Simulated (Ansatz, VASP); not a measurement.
Si7Ge: VASP beside Ansatz

File INCAR:

```
SYSTEM = Si7Ge
PREC = Accurate ; ENCUT = 520
EDIFF = 1E-6 ; ISMEAR = 0
SIGMA = 0.03 ; LREAL = .FALSE.
LASPH = .TRUE. ; NELM = 80
ALGO = Normal ; ISIF = 2
LWAVE = .FALSE. ; LCHARG = .TRUE.
GGA = PS ; LELF = .TRUE.
LVHAR = .TRUE. ; NBANDS = 31
```

Contents of KPOINTS:

```
Automatic mesh
0
G
  6 6 6
  0 0 0
```

POSCAR

```
Si7Ge
1.0
    5.4591768100      0.0000000000      0.0000000000
    0.0000000000      5.4591768100      0.0000000000
    0.0000000000      0.0000000000      5.4591768100
Si Ge
7 1
Direct
    0.2525976818      0.2525976818      0.2525976818
    0.0000000000      0.5000000000      0.5000000000
    0.5000000000      0.5000000000      0.0000000000
    0.5000000000      0.0000000000      0.5000000000
    0.7474023182      0.2525976818      0.7474023182
    0.7474023182      0.7474023182      0.2525976818
    0.2525976818      0.7474023182      0.7474023182
    0.0000000000      0.0000000000      0.0000000000
```

Input for Ansatz:

```yaml
crystal:
  lattice:
    - [5.4591768537, 0.0, 0.0]
    - [0.0, 5.4591768537, 0.0]
    - [0.0, 0.0, 5.4591768537]
  atoms:
    - { symbol: Si, position: [0.2525976808, 0.2525976808, 0.2525976808] }
    - { symbol: Si, position: [0.0, 0.5, 0.5] }
    - { symbol: Si, position: [0.5, 0.5, 0.0] }
    - { symbol: Si, position: [0.5, 0.0, 0.5] }
    - { symbol: Si, position: [0.7474023192, 0.2525976808, 0.7474023192] }
    - { symbol: Si, position: [0.7474023192, 0.7474023192, 0.2525976808] }
    - { symbol: Si, position: [0.2525976808, 0.7474023192, 0.7474023192] }
    - { symbol: Ge, position: [0.0, 0.0, 0.0] }
basis:
  ecutwfc: 420
kpoints:
  mp_grid: { grid: [6, 6, 6] }
hamiltonian:
  xc: pbesol
scf:
  occupations: { method: gaussian, width: 0.03 }
output:
  forces: true
  stress: true
  eigenvalues: true
  write_density: true
  write_potential: true
  elf: true
  volumetric_format: npy
```

Alike in both runs: task single point; functional PBEsol; k mesh 6 × 6 × 6; occupations gaussian, width 0.03 eV; no spin polarisation.

|  | VASP | Ansatz |
| --- | --- | --- |
| version | VASP 6.6.1 | Ansatz 0.2.0 |
| potentials or method | VASP PAW PBE potentials, release 64 (Si, Ge_d), cutoff 520 eV | scalar-relativistic, plane waves, PAW |
| valence electrons in the cell | 42 | 42 |

|  | VASP | Ansatz | Ansatz less VASP |
| --- | --- | --- | --- |
| gap on the k mesh at the Fermi level (eV) | 0.27 | 0.28 | +0.005 |
| least direct gap on the mesh (eV) | 0.27 | 0.28 | +0.005 |
| pressure (GPa) | 0.1 | 0.0 | -0.06 |
| rms of the force components (eV/Å) | 0.004 | 0.000 | -0.0034 |

VASP's potentials were made for PBE, not for PBEsol. Atom by atom the forces differ by 0.003 eV/Å (rms over components).
